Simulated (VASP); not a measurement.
# P (Cmce) in VASP: a series of runs

P is run at these levels: PBE; tasks: single point.

Program: VASP 6.6.1. These are calculated values, not measurements. Logs are shortened: lines on timing, memory, paths and dates and some standing lists are left out, and cuts for length are marked.

**1. The cell of the first run**

It takes space group Cmce (No. 64, orthorhombic). Conventional cell: a = 3.310 Å, b = 11.285 Å, c = 4.421 Å, α = 90.00°, β = 90.00°, γ = 90.00°. P (site symmetry m) has 3 P at 2.20 to 2.26 Å within 2.9 Å.

**2. Single point, PBE (strain +0.000 along x and y, -0.030 along z)**

Input file INCAR:

```
SYSTEM = P
PREC = Accurate ; ENCUT = 520
EDIFF = 1E-6 ; ISMEAR = 0
SIGMA = 0.03 ; LREAL = .False.
LASPH = .True. ; NELM = 60
ALGO = Normal ; ISIF = 2
LWAVE = .False. ; LCHARG = .False.
GGA = PE ; NBANDS = 18
```

Input file KPOINTS:

```
regular mesh
0
Gamma
  10 10 8
  0 0 0
```

Input file POSCAR:

```
P
1.0
    1.6552162270     -5.6427177482      0.0000000000
    1.6552162270      5.6427177482      0.0000000000
    0.0000000000      0.0000000000      4.4210396311
P
4
Direct
    0.0940707809      0.9059292191      0.9137202394
    0.5940707809      0.4059292191      0.5862797606
    0.9059292191      0.0940707809      0.0862797606
    0.4059292191      0.5940707809      0.4137202394
```

Potentials or basis: VASP PAW PBE potentials, release 64 (P).

The run is started by

```sh
cat potpaw_PBE.64/P/POTCAR > POTCAR
mpirun -np 1 vasp_std > vasp.out
```

OUTCAR:

```text
SYSTEM = P
   PREC = Accurate
   ENCUT = 520
   EDIFF = 1E-6
   ISMEAR = 0
   LREAL = .False.
   LASPH = .True.
   NELM = 60
   ISIF = 2
   GGA = PE

 ion  position               nearest neighbor table
   1  0.094  0.906  0.914-   2 2.20   2 2.20   3 2.26
   2  0.594  0.406  0.586-   1 2.20   1 2.20   4 2.26
   3  0.906  0.094  0.086-   4 2.20   4 2.20   1 2.26
   4  0.406  0.594  0.414-   3 2.20   3 2.20   2 2.26

  LATTYP: Found a base centered orthorhombic cell.
 ALAT       =     3.3104324540
 B/A-ratio  =     3.4090517336
 C/A-ratio  =     1.3354870376

  Lattice vectors:

 A1 = (   1.6552162270,  -5.6427177482,   0.0000000000)
 A2 = (   1.6552162270,   5.6427177482,   0.0000000000)
 A3 = (   0.0000000000,   0.0000000000,   4.4210396311)

Analysis of symmetry for initial positions (statically):
=====================================================================
 Subroutine PRICEL returns:
 Original cell was already a primitive cell.

 Routine SETGRP: Setting up the symmetry group for a
 base centered orthorhombic supercell.

 Subroutine GETGRP returns: Found  8 space group operations
 (whereof  4 operations were pure point group operations)
 out of a pool of  8 trial point group operations.

The static configuration has the point symmetry C_2h.
 The point group associated with its full space group is D_2h.

Analysis of symmetry for dynamics (positions and initial velocities):
=====================================================================
 Subroutine PRICEL returns:
 Original cell was already a primitive cell.

 Routine SETGRP: Setting up the symmetry group for a
 base centered orthorhombic supercell.

 Subroutine GETGRP returns: Found  8 space group operations
 (whereof  4 operations were pure point group operations)
 out of a pool of  8 trial point group operations.

The dynamic configuration has the point symmetry C_2h.
 The point group associated with its full space group is D_2h.

 Subroutine INISYM returns: Found  8 space group operations
 (whereof  4 operations are pure point group operations),
 and found     1 'primitive' translations

----------------------------------------------------------------------------------------

                                     Primitive cell

  volume of cell :      82.5843

  direct lattice vectors                    reciprocal lattice vectors
     1.655216227 -5.642717748  0.000000000     0.302075337 -0.088609784  0.000000000
     1.655216227  5.642717748  0.000000000     0.302075337  0.088609784  0.000000000
     0.000000000  0.000000000  4.421039631     0.000000000  0.000000000  0.226191141

  length of vectors
     5.880476541  5.880476541  4.421039631     0.314803436  0.314803436  0.226191141

  position of ions in fractional coordinates (direct lattice)
     0.094070781  0.905929219  0.913720239
     0.594070781  0.405929219  0.586279761
     0.905929219  0.094070781  0.086279761
     0.405929219  0.594070781  0.413720239

  ion indices of the primitive-cell ions
   primitive index   ion index
                 1           1
                 2           2
                 3           3
                 4           4

----------------------------------------------------------------------------------------

 KPOINTS: regular mesh

Automatic generation of k-mesh.
 Grid dimensions read from file:
 generate k-points for:   10   10    8

 Generating k-lattice:

  Cartesian coordinates                     Fractional coordinates (reciprocal lattice)
     0.030207534 -0.008860978  0.000000000     0.100000000  0.000000000  0.000000000
     0.030207534  0.008860978  0.000000000     0.000000000  0.100000000  0.000000000
     0.000000000  0.000000000  0.028273893     0.000000000  0.000000000  0.125000000

  Length of vectors
     0.031480344  0.031480344  0.028273893

  Shift w.r.t. Gamma in fractional coordinates (k-lattice)
     0.000000000  0.000000000  0.000000000

 Subroutine IBZKPT returns following result:
 ===========================================

 Found    155 irreducible k-points:

 Following reciprocal coordinates:
            Coordinates               Weight
  0.000000  0.000000  0.000000      1.000000
  0.100000 -0.000000  0.000000      4.000000
  0.200000 -0.000000  0.000000      4.000000
  0.300000  0.000000  0.000000      4.000000
  0.400000 -0.000000  0.000000      4.000000
  0.500000 -0.000000  0.000000      2.000000
[... 16 lines left out ...]
  0.300000  0.300000  0.000000      2.000000
  0.400000  0.300000  0.000000      4.000000
 [... further k-points ...]
   k-points           NKPTS =    155   k-points in BZ     NKDIM =    155   number of bands    NBANDS=     18
   number of dos      NEDOS =    301   number of ions     NIONS =      4
   total plane-waves  NPLWV =  82944
   dimension x,y,z NGX =    48 NGY =   48 NGZ =   36
   dimension x,y,z NGXF=    96 NGYF=   96 NGZF=   72
   ions per type =               4
   NGX,Y,Z   is equivalent  to a cutoff of  13.57, 13.57, 13.54 a.u.
   NGXF,Y,Z  is equivalent  to a cutoff of  27.14, 27.14, 27.07 a.u.
 SYSTEM =  P
   PREC   = accura    normal or accurate (medium, high low for compatibility)
   ISTART =      0    job   : 0-new  1-cont  2-samecut
   ICHARG =      2    charge: 1-file 2-atom 10-const
   ISPIN  =      1    spin polarized calculation?
   LNONCOLLINEAR =      F non collinear calculations
   LSORBIT =      F    spin-orbit coupling
   LASPH  =      T    aspherical Exc in radial PAW
   ENCUT  =  520.0 eV  38.22 Ry    6.18 a.u.  10.93 10.93  8.22*2*pi/ulx,y,z
   NELM   =     60;   NELMIN=  2; NELMDL= -5     # of ELM steps
   EDIFF  = 0.1E-05   stopping-criterion for ELM
   LREAL  =      F    real-space projection
   EDIFFG = 0.1E-04   stopping-criterion for IOM
   NSW    =      0    number of steps for IOM
   IBRION =     -1    ionic relax: 0-MD 1-quasi-New 2-CG
   NFREE  =      0    steps in history (QN), initial steepest desc. (CG)
   ISIF   =      2    stress and relaxation
   ISYM   =      2    0-nonsym 1-usesym 2-fastsym
   POTIM  = 0.5000    time-step for ionic-motion
   TEBEG  =    0.0;   TEEND  =   0.0 temperature during run
   PSTRESS=    0.0 pullay stress
   NELECT =      20.0000    total number of electrons
   NUPDOWN=      -1.0000    fix difference up-down
   EMIN   =  10.00;   EMAX   =-10.00  energy-range for DOS
   EFERMI =   0.00;   METHOD = LEGACY
   ISMEAR =     0;   SIGMA  =   0.03  broadening in eV -4-tet -1-fermi 0-gaus
   EFERMI_NEDOS =   21; number of points for ismear=-14 and -15
   IALGO  =     38    algorithm
   IMIX   =      4    mixing-type and parameters
     AMIX     =   0.40;   BMIX     =  1.00
     AMIX_MAG =   1.60;   BMIX_MAG =  1.00
  volume/ion in A,a.u.               =      20.65       139.33
  Fermi-wavevector in a.u.,A,eV,Ry     =   1.020436  1.928344 14.167599  1.041289
  Thomas-Fermi vector in A             =   2.154005
   LORBIT       =      0    0 simple, 1 ext, 2 COOP (PROOUT), +10 PAW based schemes
   GGA     = PE    functional components
   LHFCALC =     F    Hartree Fock is set to
   AEXX    =    0.0000 exact exchange contribution
   IVDW    =     0    specifies the selected vdW correction
   LEPSILON=     F    determine dielectric tensor
   LRPA    =     F    only Hartree local field effects (RPA)
 non-spin polarized calculation
 Gauss-broadening in eV      SIGMA  =   0.03
  energy-cutoff  :      520.00
  volume of cell :       82.58
 maximum number of plane-waves:      2242
 NGX is ok and might be reduce to    48
   NGX = 21   NGY = 21   NGZ = 17

 number of electron      19.9999999 magnetization

 Free energy of the ion-electron system (eV)
  ---------------------------------------------------
  ext. energy  EPLUGINS =         0.00000000
  ---------------------------------------------------
  free energy    TOTEN  =       -21.48277356 eV

  energy without entropy =      -21.48276794  energy(sigma->0) =      -21.48277075

 E-fermi :   5.6682     XC(G=0):  -9.3583

 val. band max:        5.6165918350   @ k =  -0.4000   0.4000   0.0000
 cond. band min:       5.7117097312   @ k =   0.5000   0.5000   0.0000
 fundamental gap:      0.0951178963
 Fermi energy:         5.6681984571

 k-point     1 :       0.0000    0.0000    0.0000
  band No.  band energies     occupation
      1     -10.0745      2.00000
      2      -7.3595      2.00000
      3      -3.7623      2.00000
      4      -0.9905      2.00000
      5       0.8113      2.00000
      6       0.8909      2.00000
[... 10 lines left out ...]
     17      12.3024      0.00000
     18      12.7579      0.00000

 k-point     2 :       0.1000   -0.0000    0.0000
  band No.  band energies     occupation
      1      -9.9527      2.00000
      2      -7.2424      2.00000
      3      -3.8383      2.00000
      4      -0.8801      2.00000
      5       0.6358      2.00000
      6       0.9070      2.00000
[... 10 lines left out ...]
     17      11.9993      0.00000
     18      12.2390      0.00000

 k-point     3 :       0.2000   -0.0000    0.0000
  band No.  band energies     occupation
      1      -9.5897      2.00000
      2      -6.8915      2.00000
      3      -4.1849      2.00000
      4      -0.5617      2.00000
      5      -0.3834      2.00000
      6       0.0813      2.00000
[... 10 lines left out ...]
     17      10.5825      0.00000
     18      12.1501      0.00000

 k-point     4 :       0.3000    0.0000    0.0000
  band No.  band energies     occupation
      1      -8.9933      2.00000
      2      -6.3079      2.00000
      3      -4.9749      2.00000
      4      -1.8134      2.00000
      5      -0.2410      2.00000
      6      -0.0913      2.00000
[... 10 lines left out ...]
     17      12.2031      0.00000
     18      12.2742      0.00000

 k-point     5 :       0.4000   -0.0000    0.0000
  band No.  band energies     occupation
      1      -8.1797      2.00000
      2      -6.0625      2.00000
      3      -5.4947      2.00000
      4      -3.2175      2.00000
      5      -0.0227      2.00000
      6       0.3454      2.00000
[... 10 lines left out ...]
     17      12.1152      0.00000
     18      12.3462      0.00000

 k-point     6 :       0.5000   -0.0000    0.0000
  band No.  band energies     occupation
      1      -7.1805      2.00000
      2      -7.1805      2.00000
      3      -4.4590      2.00000
      4      -4.4590      2.00000
      5       0.3477      2.00000
      6       0.3477      2.00000
[... 10 lines left out ...]
     17      12.2169      0.00000
     18      12.2169      0.00000

 k-point     7 :       0.1000    0.1000    0.0000
  band No.  band energies     occupation
      1      -9.5986      2.00000
      2      -6.8672      2.00000
      3      -4.1859      2.00000
      4      -0.6049      2.00000
      5      -0.3842      2.00000
      6       0.0783      2.00000
[... 10 lines left out ...]
     17      10.5504      0.00000
     18      12.9417      0.00000

 k-point     8 :       0.2000    0.1000    0.0000
  band No.  band energies     occupation
      1      -9.0099      2.00000
      2      -6.2623      2.00000
      3      -4.9681      2.00000
      4      -1.8443      2.00000
      5      -0.2423      2.00000
      6      -0.1678      2.00000
[... 10 lines left out ...]
     17      12.2071      0.00000
     18      12.5904      0.00000
[... 229 lines left out ...]
     17      11.8020      0.00000
     18      12.1235      0.00000

 k-point    20 :      -0.4000    0.2000    0.0000
  band No.  band energies     occupation
      1      -9.5352      2.00000
      2      -7.0331      2.00000
      3      -4.1793      2.00000
      4      -0.3621      2.00000
      5      -0.2697      2.00000
      6       0.0743      2.00000
[... 10 lines left out ...]
     17      10.8058      0.00000
     18      11.1924      0.00000

 k-point    21 :      -0.3000    0.2000    0.0000
  band No.  band energies     occupation
      1      -9.9064      2.00000
      2      -7.3638      2.00000
      3      -3.8160      2.00000
      4      -0.6368      2.00000
      5       0.5003      2.00000
      6       0.7371      2.00000
[... 10 lines left out ...]
     17      11.1362      0.00000
     18      12.0461      0.00000

 k-point    22 :      -0.2000    0.2000    0.0000
  band No.  band energies     occupation
      1     -10.0411      2.00000
      2      -7.4479      2.00000
      3      -3.7423      2.00000
      4      -0.8196      2.00000
      5       0.7035      2.00000
      6       0.7419      2.00000
[... 10 lines left out ...]
     17      12.0955      0.00000
     18      12.8786      0.00000

 k-point    23 :       0.3000    0.3000    0.0000
  band No.  band energies     occupation
      1      -8.1185      2.00000
      2      -6.1057      2.00000
      3      -5.6543      2.00000
      4      -3.0728      2.00000
      5      -0.0360      2.00000
      6       0.5658      2.00000
[... 10 lines left out ...]
     17      11.9418      0.00000
     18      12.9634      0.00000

 k-point    24 :       0.4000    0.3000    0.0000
  band No.  band energies     occupation
      1      -8.9182      2.00000
      2      -6.5001      2.00000
      3      -5.0031      2.00000
      4      -1.6724      2.00000
      5      -0.2487      2.00000
      6       0.3162      2.00000
[... 10 lines left out ...]
     17      11.7973      0.00000
     18      12.0396      0.00000

 [... further k-points ...]
[... 5 lines left out ...]
  --------------------------------------------------------------------------------------
  -------------------------------------------------------------------------------------
  Total        0.8670410      0.1161492      1.8141609      0.0000000      0.0000000      0.0000000
  in kB       16.8210372      2.2533535     35.1956439      0.0000000      0.0000000      0.0000000
  external PRESSURE =      18.0900116 kB  Pullay stress =       0.0000000 kB

 VOLUME and BASIS-vectors are now :
 -----------------------------------------------------------------------------
  energy-cutoff  :      520.00
  volume of cell :       82.58
      direct lattice vectors                 reciprocal lattice vectors
     1.655216227 -5.642717748  0.000000000     0.302075337 -0.088609784  0.000000000
     1.655216227  5.642717748  0.000000000     0.302075337  0.088609784  0.000000000
     0.000000000  0.000000000  4.421039631     0.000000000  0.000000000  0.226191141

 POSITION                                       TOTAL-FORCE (eV/Angst)
 -----------------------------------------------------------------------------------
      1.65522      4.58109      4.03959         0.000000     -0.038251      0.402520
      1.65522     -1.06163      2.59197         0.000000     -0.038251     -0.402520
      1.65522     -4.58109      0.38145         0.000000      0.038251     -0.402520
      1.65522      1.06163      1.82907         0.000000      0.038251      0.402520
 -----------------------------------------------------------------------------------
    total drift:                                0.000000      0.000000      0.000000

  FREE ENERGIE OF THE ION-ELECTRON SYSTEM (eV)
  ---------------------------------------------------
  free  energy   TOTEN  =       -21.4827735619 eV

  energy  without entropy=      -21.4827679417  energy(sigma->0) =      -21.48277075
```

It took 4.7 min on 1 thread of Intel Xeon Platinum 8488C (Sapphire Rapids), shared host; peak memory 0.35 GiB.

What came out:

| Quantity | Value |
| --- | --- |
| Free energy | -21.4828 eV |
| Pressure | 1.8 GPa |
| Largest force | 0.404 eV/Å |
| Band gap on the k mesh | 0.10 eV |

Forces on the atoms (eV/Å):
```
P    0.000 -0.038  0.403
P    0.000 -0.038 -0.403
P    0.000  0.038 -0.403
P    0.000  0.038  0.403
```

Caveat: the cell differs from its parent crystal (strain +0.000 along x and y, -0.030 along z). A k mesh can miss the band edges.

**3. Single point, PBE (strain -0.015 along x and y, +0.000 along z)**

Edit INCAR of step 2 so:

```diff
@@ -4,3 +4,3 @@
 SIGMA = 0.03 ; LREAL = .False.
-LASPH = .True. ; NELM = 60
+LASPH = .True. ; NELM = 100
 ALGO = Normal ; ISIF = 2
```

Input file KPOINTS:

```
Automatic mesh
0
Gamma
  10 10 8
  0 0 0
```

Input file POSCAR:

```
P
1.0
    1.6303879836     -5.5580769820      0.0000000000
    1.6303879836      5.5580769820      0.0000000000
    0.0000000000      0.0000000000      4.5577728156
P
4
Direct
    0.0940707809      0.9059292191      0.9137202394
    0.5940707809      0.4059292191      0.5862797606
    0.9059292191      0.0940707809      0.0862797606
    0.4059292191      0.5940707809      0.4137202394
```

Potentials or basis: VASP PAW PBE potentials, release 64 (P).

The run is started by

```sh
cat potpaw_PBE.64/P/POTCAR > POTCAR
mpirun -np 1 vasp_std > vasp.out
```

It took 4.6 min on 1 thread of Intel Xeon Platinum 8488C (Sapphire Rapids), shared host; peak memory 0.34 GiB.

The run converged. Its results:

```
Free energy            : -21.4916 eV
Pressure               : 1.9 GPa
Largest force          : 0.223 eV/Å
Band gap on the k mesh : 0.17 eV
```

Forces on the atoms (eV/Å):
```
P    0.000 -0.223 -0.019
P    0.000 -0.223  0.019
P    0.000  0.223  0.019
P    0.000  0.223 -0.019
```

Stress tensor (GPa, compression positive):
```
2.88 0.00 0.00
0.00 2.05 0.00
0.00 0.00 0.89
```

Levels at points of the mesh, in eV from the valence-band top:
| k point | band 6 | band 7 | band 8 | band 9 | band 10 | band 11 | band 12 | band 13 | band 14 | band 15 |
| --- | --- | --- | --- | --- | --- | --- | --- | --- | --- | --- |
| (0.00, 0.00, 0.00) | -4.94 | -3.75 | -2.73 | -2.19 | -1.10 | 0.73 | 1.33 | 2.28 | 2.95 | 5.58 |
| (0.50, 0.00, 0.00) | -5.51 | -3.31 | -3.31 | -2.53 | -2.53 | 0.72 | 0.72 | 1.50 | 1.50 | 3.42 |
| (0.50, 0.50, 0.00) | -5.41 | -3.83 | -2.06 | -1.64 | 0.00 | 0.17 | 1.14 | 2.47 | 2.86 | 5.08 |
| (0.00, 0.00, 0.50) | -4.25 | -2.94 | -2.94 | -1.61 | -1.61 | 1.77 | 1.77 | 3.10 | 3.10 | 4.62 |
| (0.50, 0.00, 0.50) | -5.54 | -5.25 | -5.25 | -1.71 | -1.71 | 1.85 | 1.85 | 3.38 | 3.38 | 4.95 |
| (0.50, 0.50, 0.50) | -2.96 | -2.82 | -2.82 | -1.87 | -1.87 | 1.69 | 1.69 | 2.65 | 2.65 | 3.30 |

Caveat: the cell differs from its parent crystal (strain -0.015 along x and y, +0.000 along z). A k mesh can miss the band edges.
